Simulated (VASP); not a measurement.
**Ir: single point with LDA**

The system is Ir.

```xyz
1
Lattice="0.0000 1.9055 1.9055 1.9055 0.0000 1.9055 1.9055 1.9055 0.0000" Properties=species:S:1:pos:R:3 pbc="T T T"
Ir    0.0000    0.0000    0.0000
```

| Item | Value |
| --- | --- |
| Program | VASP 6.6.1 |
| Task | single point |
| Functional | LDA |
| Potentials or basis | VASP PAW LDA potentials, release 64 (Ir_sv_GW) |
| Cutoff | 420 eV |
| k mesh | 18 × 18 × 18 |
| Occupations | gaussian, width 0.05 eV |
| Spin | no spin polarisation |
| Dipole correction | no |
| k mesh for the DOS | 27 × 27 × 27 |
| Occupations for the DOS | tetrahedron |
| Further INCAR settings | ALGO = Normal; EDIFF = 1e-06 |

```json
{
  "Valence electrons inside the program's atomic spheres": "Ir 16.58"
}
```

Levels at points of the mesh, in eV from the Fermi level:
```
           k point  band 5  band 6  band 7  band 8  band 9  band 10  band 11  band 12
(0.00, 0.00, 0.00)  -11.30   -4.03   -4.03   -4.03   -1.21    -1.21    13.59    19.19
```

It took 100 s on 1 thread of AMD EPYC 7571 (shared host), peak memory 0.16 GiB.

Caveat: spin-orbit coupling is left out, which moves the levels of the heavy elements.
